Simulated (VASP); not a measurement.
# AsRu (wurtzite type) (P6_3mc) in VASP: notebook

Runs on AsRu (wurtzite type). Level: LDA. Tasks: single point.

Program: VASP 6.6.1. These are calculated values, not measurements. Logs are shortened: lines on timing, memory, paths and dates and some standing lists are left out, and cuts for length are marked.

## 1. The cell of the first run

It takes space group P6_3mc (No. 186, hexagonal). The conventional cell has a = 2.805 Å, b = 2.805 Å, c = 8.080 Å, α = 90.00°, β = 90.00°, γ = 120.00°. Ru (site symmetry 3m) has 4 As at 2.33 to 2.35 Å and 6 Ru at 2.81 Å within 3.1 Å. As (site symmetry 3m) has 4 Ru at 2.33 to 2.35 Å and 6 As at 2.81 Å within 3.1 Å.

## 2. Single point, LDA

Input file INCAR:

```
SYSTEM = AsRu
PREC     = Accurate       ! precision mode
ENCUT    = 500            ! plane-wave cutoff, eV
EDIFF    = 1E-6           ! SCF threshold, eV
ISMEAR   = -1             ! smearing method
SIGMA    = 0.08           ! smearing width, eV
LREAL    = .False.        ! projectors in reciprocal space
LASPH    = .True.         ! aspherical terms in the spheres
NELM     = 120            ! most SCF steps
ALGO     = Normal         ! electronic algorithm
ISIF     = 2              ! what is computed and relaxed
LWAVE    = .False.        ! write WAVECAR
LCHARG   = .False.        ! write CHGCAR
NBANDS   = 27             ! bands
GGA_COMPAT= .False.
```

Input file KPOINTS:

```
regular mesh
0
Gamma
  9 9 5
  0 0 0
```

Input file POSCAR:

```
AsRu
1.0
    2.8051648851      0.0000000000      0.0000000000
   -1.4025824425      2.4293440523      0.0000000000
    0.0000000000      0.0000000000      8.0798964365
Ru As
2 2
Direct
    0.3333333333      0.6666666667      0.0437809654
    0.6666666667      0.3333333333      0.5437809654
    0.3333333333      0.6666666667      0.3322190346
    0.6666666667      0.3333333333      0.8322190346
```

Potentials or basis: VASP PAW LDA potentials, release 64 (Ru_pv, As).

Run with:

```bash
> cat potpaw_LDA.64/Ru_pv/POTCAR potpaw_LDA.64/As/POTCAR > POTCAR
> mpirun -np 1 vasp_std > vasp.out
```

OUTCAR:

```text
SYSTEM = AsRu
   PREC = Accurate
   ENCUT = 500
   EDIFF = 1E-6
   ISMEAR = -1
   LREAL = .False.
   LASPH = .True.
   NELM = 120
   ISIF = 2

 ion  position               nearest neighbor table
   1  0.333  0.667  0.044-   3 2.33   4 2.35   4 2.35   4 2.35
   2  0.667  0.333  0.544-   4 2.33   3 2.35   3 2.35   3 2.35
   3  0.333  0.667  0.332-   1 2.33   2 2.35   2 2.35   2 2.35
   4  0.667  0.333  0.832-   2 2.33   1 2.35   1 2.35   1 2.35

  LATTYP: Found a hexagonal cell.
 ALAT       =     2.8051648851
 C/A-ratio  =     2.8803641737

  Lattice vectors:

 A1 = (   2.8051648851,   0.0000000000,   0.0000000000)
 A2 = (  -1.4025824425,   2.4293440523,   0.0000000000)
 A3 = (   0.0000000000,   0.0000000000,   8.0798964365)

Analysis of symmetry for initial positions (statically):
=====================================================================
 Subroutine PRICEL returns:
 Original cell was already a primitive cell.

 Routine SETGRP: Setting up the symmetry group for a
 hexagonal supercell.

 Subroutine GETGRP returns: Found 12 space group operations
 (whereof  6 operations were pure point group operations)
 out of a pool of 24 trial point group operations.

The static configuration has the point symmetry C_3v.
 The point group associated with its full space group is C_6v.

Analysis of symmetry for dynamics (positions and initial velocities):
=====================================================================
 Subroutine PRICEL returns:
 Original cell was already a primitive cell.

 Routine SETGRP: Setting up the symmetry group for a
 hexagonal supercell.

 Subroutine GETGRP returns: Found 12 space group operations
 (whereof  6 operations were pure point group operations)
 out of a pool of 24 trial point group operations.

The dynamic configuration has the point symmetry C_3v.
 The point group associated with its full space group is C_6v.

 Subroutine INISYM returns: Found 12 space group operations
 (whereof  6 operations are pure point group operations),
 and found     1 'primitive' translations

----------------------------------------------------------------------------------------

                                     Primitive cell

  volume of cell :      55.0622

  direct lattice vectors                    reciprocal lattice vectors
     2.805164885  0.000000000  0.000000000     0.356485284  0.205816875  0.000000000
    -1.402582442  2.429344052  0.000000000     0.000000000  0.411633749  0.000000000
     0.000000000  0.000000000  8.079896437     0.000000000  0.000000000  0.123763963

  length of vectors
     2.805164885  2.805164885  8.079896437     0.411633749  0.411633749  0.123763963

  position of ions in fractional coordinates (direct lattice)
     0.333333333  0.666666667  0.043780965
     0.666666667  0.333333333  0.543780965
     0.333333333  0.666666667  0.332219035
     0.666666667  0.333333333  0.832219035

  ion indices of the primitive-cell ions
   primitive index   ion index
                 1           1
                 2           2
                 3           3
                 4           4

----------------------------------------------------------------------------------------

 KPOINTS: regular mesh

Automatic generation of k-mesh.
 Grid dimensions read from file:
 generate k-points for:    9    9    5

 Generating k-lattice:

  Cartesian coordinates                     Fractional coordinates (reciprocal lattice)
     0.039609476  0.022868542  0.000000000     0.111111111  0.000000000  0.000000000
     0.000000000  0.045737083  0.000000000     0.000000000  0.111111111  0.000000000
     0.000000000  0.000000000  0.024752793     0.000000000  0.000000000  0.200000000

  Length of vectors
     0.045737083  0.045737083  0.024752793

  Shift w.r.t. Gamma in fractional coordinates (k-lattice)
     0.000000000  0.000000000  0.000000000

 Subroutine IBZKPT returns following result:
 ===========================================

 Found     36 irreducible k-points:

 Following reciprocal coordinates:
            Coordinates               Weight
  0.000000  0.000000  0.000000      1.000000
  0.111111  0.000000  0.000000      6.000000
  0.222222  0.000000  0.000000      6.000000
  0.333333  0.000000  0.000000      6.000000
  0.444444  0.000000  0.000000      6.000000
  0.111111  0.111111  0.000000      6.000000
[... 16 lines left out ...]
  0.333333  0.222222  0.200000     24.000000
  0.333333  0.333333  0.200000      4.000000
 [... further k-points ...]
   k-points           NKPTS =     36   k-points in BZ     NKDIM =     36   number of bands    NBANDS=     27
   number of dos      NEDOS =    301   number of ions     NIONS =      4
   total plane-waves  NPLWV =  24000
   dimension x,y,z NGX =    20 NGY =   20 NGZ =   60
   dimension x,y,z NGXF=    40 NGYF=   40 NGZF=  120
   ions per type =               2   2
   NGX,Y,Z   is equivalent  to a cutoff of  11.85, 11.85, 12.35 a.u.
   NGXF,Y,Z  is equivalent  to a cutoff of  23.71, 23.71, 24.69 a.u.
 SYSTEM =  AsRu
   PREC   = accura    normal or accurate (medium, high low for compatibility)
   ISTART =      0    job   : 0-new  1-cont  2-samecut
   ICHARG =      2    charge: 1-file 2-atom 10-const
   ISPIN  =      1    spin polarized calculation?
   LNONCOLLINEAR =      F non collinear calculations
   LSORBIT =      F    spin-orbit coupling
   LASPH  =      T    aspherical Exc in radial PAW
   ENCUT  =  500.0 eV  36.75 Ry    6.06 a.u.   5.11  5.11 14.73*2*pi/ulx,y,z
   NELM   =    120;   NELMIN=  2; NELMDL= -5     # of ELM steps
   EDIFF  = 0.1E-05   stopping-criterion for ELM
   LREAL  =      F    real-space projection
   EDIFFG = 0.1E-04   stopping-criterion for IOM
   NSW    =      0    number of steps for IOM
   IBRION =     -1    ionic relax: 0-MD 1-quasi-New 2-CG
   NFREE  =      0    steps in history (QN), initial steepest desc. (CG)
   ISIF   =      2    stress and relaxation
   ISYM   =      2    0-nonsym 1-usesym 2-fastsym
   POTIM  = 0.5000    time-step for ionic-motion
   TEBEG  =    0.0;   TEEND  =   0.0 temperature during run
   PSTRESS=    0.0 pullay stress
   NELECT =      38.0000    total number of electrons
   NUPDOWN=      -1.0000    fix difference up-down
   EMIN   =  10.00;   EMAX   =-10.00  energy-range for DOS
   EFERMI =   0.00;   METHOD = LEGACY
   ISMEAR =    -1;   SIGMA  =   0.08  broadening in eV -4-tet -1-fermi 0-gaus
   EFERMI_NEDOS =   21; number of points for ismear=-14 and -15
   IALGO  =     38    algorithm
   IMIX   =      4    mixing-type and parameters
     AMIX     =   0.40;   BMIX     =  1.00
     AMIX_MAG =   1.60;   BMIX_MAG =  1.00
  volume/ion in A,a.u.               =      13.77        92.89
  Fermi-wavevector in a.u.,A,eV,Ry     =   1.446722  2.733907 28.477039  2.093003
  Thomas-Fermi vector in A             =   2.564758
   LORBIT       =      0    0 simple, 1 ext, 2 COOP (PROOUT), +10 PAW based schemes
   GGA     = CA    functional components
   LHFCALC =     F    Hartree Fock is set to
   AEXX    =    0.0000 exact exchange contribution
   IVDW    =     0    specifies the selected vdW correction
   LEPSILON=     F    determine dielectric tensor
   LRPA    =     F    only Hartree local field effects (RPA)
 non-spin polarized calculation
  energy-cutoff  :      500.00
  volume of cell :       55.06
 maximum number of plane-waves:      1419
   NGX = 11   NGY = 11   NGZ = 29

 number of electron      37.9999997 magnetization

 Free energy of the ion-electron system (eV)
  ---------------------------------------------------
  ext. energy  EPLUGINS =         0.00000000
  ---------------------------------------------------
  free energy    TOTEN  =       -31.90601896 eV

  energy without entropy =      -31.86161468  energy(sigma->0) =      -31.88381682

 E-fermi :  11.3828     XC(G=0): -13.1894

 val. band max:       11.3784499918   @ k =   0.3333   0.0000   0.4000
 cond. band min:      11.4031041434   @ k =   0.2222   0.2222   0.0000
 fundamental gap:      0.0246541516
 Fermi energy:        11.3828086852

 k-point     1 :       0.0000    0.0000    0.0000
  band No.  band energies     occupation
      1     -31.5097      2.00000
      2     -31.4950      2.00000
      3     -30.9358      2.00000
      4     -30.9358      2.00000
      5     -30.9346      2.00000
      6     -30.9346      2.00000
[... 19 lines left out ...]
     26      19.0296      0.00000
     27      22.0221      0.00000

 k-point     2 :       0.1111    0.0000    0.0000
  band No.  band energies     occupation
      1     -31.4981      2.00000
      2     -31.4843      2.00000
      3     -31.0028      2.00000
      4     -31.0017      2.00000
      5     -30.9515      2.00000
      6     -30.9502      2.00000
[... 19 lines left out ...]
     26      19.7578      0.00000
     27      22.2015      0.00000

 k-point     3 :       0.2222    0.0000    0.0000
  band No.  band energies     occupation
      1     -31.4686      2.00000
      2     -31.4574      2.00000
      3     -31.1703      2.00000
      4     -31.1692      2.00000
      5     -30.9912      2.00000
      6     -30.9896      2.00000
[... 19 lines left out ...]
     26      20.6479      0.00000
     27      21.0102      0.00000

 k-point     4 :       0.3333    0.0000    0.0000
  band No.  band energies     occupation
      1     -31.4353      2.00000
      2     -31.4280      2.00000
      3     -31.3562      2.00000
      4     -31.3546      2.00000
      5     -31.0360      2.00000
      6     -31.0342      2.00000
[... 19 lines left out ...]
     26      19.3504      0.00000
     27      19.5880      0.00000
[... 516 lines left out ...]
      4     -31.3646      2.00000
      5     -31.1296      2.00000
      6     -31.1286      2.00000
[... 19 lines left out ...]
     26      20.1651      0.00000
     27      20.1965      0.00000

 k-point    23 :       0.3333    0.2222    0.2000
  band No.  band energies     occupation
      1     -31.4109      2.00000
      2     -31.4101      2.00000
      3     -31.3988      2.00000
      4     -31.3961      2.00000
      5     -31.2032      2.00000
      6     -31.2018      2.00000
[... 19 lines left out ...]
     26      19.0833      0.00000
     27      20.0375      0.00000

 k-point    24 :       0.3333    0.3333    0.2000
  band No.  band energies     occupation
      1     -31.3934      2.00000
      2     -31.3934      2.00000
      3     -31.3346      2.00000
      4     -31.3346      2.00000
      5     -31.3191      2.00000
      6     -31.3169      2.00000
[... 19 lines left out ...]
     26      19.4925      0.00000
     27      19.4925      0.00000

 [... further k-points ...]

------------------------ aborting loop because EDIFF is reached ----------------------------------------

  FORCE on cell =-STRESS in cart. coord.  units (eV):
  Direction    XX          YY          ZZ          XY          YZ          ZX
  --------------------------------------------------------------------------------------
  -------------------------------------------------------------------------------------
  Total        9.0362452      9.0362452      9.1961905      0.0000000      0.0000000      0.0000000
  in kB      262.9331702    262.9331702    267.5871960      0.0000000      0.0000000      0.0000000
  external PRESSURE =     264.4845121 kB  Pullay stress =       0.0000000 kB

 VOLUME and BASIS-vectors are now :
 -----------------------------------------------------------------------------
  energy-cutoff  :      500.00
  volume of cell :       55.06
      direct lattice vectors                 reciprocal lattice vectors
     2.805164885  0.000000000  0.000000000     0.356485284  0.205816875  0.000000000
    -1.402582442  2.429344052  0.000000000     0.000000000  0.411633749  0.000000000
     0.000000000  0.000000000  8.079896437     0.000000000  0.000000000  0.123763963

 POSITION                                       TOTAL-FORCE (eV/Angst)
 -----------------------------------------------------------------------------------
     -0.00000      1.61956      0.35375         0.000000      0.000000      0.093589
      1.40258      0.80978      4.39369        -0.000000     -0.000000      0.093589
     -0.00000      1.61956      2.68430        -0.000000     -0.000000     -0.093589
      1.40258      0.80978      6.72424         0.000000     -0.000000     -0.093589
 -----------------------------------------------------------------------------------
    total drift:                               -0.000000      0.000000     -0.000310

  FREE ENERGIE OF THE ION-ELECTRON SYSTEM (eV)
  ---------------------------------------------------
  free  energy   TOTEN  =       -31.9060189572 eV

  energy  without entropy=      -31.8616146841  energy(sigma->0) =      -31.88381682
```

It took 40 s on 1 thread of Intel Xeon Platinum 8259CL at 2.50GHz (Skylake/Cascade Lake), shared host; peak memory 0.17 GiB.

What came out:

```yaml
Free_energy: -31.9060 eV
Pressure: 26.4 GPa
Largest_force: 0.094 eV/Å
Band_gap_on_the_k_mesh: zero (bands 19 and 20 overlap by 2.09 eV)
```

Forces on the atoms (eV/Å):
```
Ru   0.000  0.000  0.094
Ru   0.000  0.000  0.094
As   0.000  0.000 -0.094
As   0.000  0.000 -0.094
```

Stress tensor (GPa, compression positive):
```
26.29  0.00  0.00
 0.00 26.29  0.00
 0.00  0.00 26.76
```

Levels at points of the mesh, in eV from the Fermi level:
| k point | band 16 | band 17 | band 18 | band 19 | band 20 | band 21 | band 22 | band 23 |
| --- | --- | --- | --- | --- | --- | --- | --- | --- |
| (0.00, 0.00, 0.00) | -2.54 | -1.15 | -1.15 | -0.83 | -0.83 | 3.40 | 6.20 | 6.20 |

Caveat: the cell stands under pressure.

## 3. Single point, LDA

Input file INCAR:

```
SYSTEM = AsRu
ALGO     = Normal         ! electronic algorithm
EDIFF    = 1E-6           ! SCF threshold, eV
ENCUT    = 500            ! plane-wave cutoff, eV
GGA      = CA             ! functional
GGA_COMPAT= .False.      
ISIF     = 2              ! what is computed and relaxed
ISMEAR   = -1             ! smearing method
LASPH    = .True.         ! aspherical terms in the spheres
LCHARG   = .True.         ! write CHGCAR
LELF     = .True.         ! ELF
LREAL    = .False.        ! projectors in reciprocal space
LVHAR    = .True.       
LWAVE    = .False.        ! write WAVECAR
NBANDS   = 27             ! bands
NELM     = 120            ! most SCF steps
PREC     = Accurate       ! precision mode
SIGMA    = 0.08           ! smearing width, eV
```

Input file KPOINTS:

```
k-points
0
Gamma
  9 9 5
  0 0 0
```

POSCAR is that of step 2.

Potentials or basis: VASP PAW LDA potentials, release 64 (Ru_pv, As).

Run with:

```bash
> cat potpaw_LDA.64/Ru_pv/POTCAR potpaw_LDA.64/As/POTCAR > POTCAR
> mpirun -np 1 vasp_std > vasp.out
```

Run time: 41 s. Hardware: 1 thread of Intel Xeon Platinum 8259CL at 2.50GHz (Skylake/Cascade Lake), shared host; peak memory 0.17 GiB.

The run converged. Its results:

- Free energy: -31.9060 eV
- Pressure: 26.4 GPa
- Largest force: 0.094 eV/Å
- Band gap on the k mesh: zero (bands 19 and 20 overlap by 2.09 eV)

Forces on the atoms (eV/Å):
```
Ru   0.000  0.000  0.094
Ru   0.000  0.000  0.094
As   0.000  0.000 -0.094
As   0.000  0.000 -0.094
```

Stress tensor (GPa, compression positive):
```
26.29  0.00  0.00
 0.00 26.29  0.00
 0.00  0.00 26.76
```

Levels at points of the mesh, in eV from the Fermi level:
```
           k point  band 17  band 18  band 19  band 20  band 21  band 22
(0.00, 0.00, 0.00)    -1.15    -1.15    -0.83    -0.83     3.40     6.20
```

Caveat: the cell stands under pressure.

The gap in the log of VASP goes by the Fermi energy; the results here count the filled bands.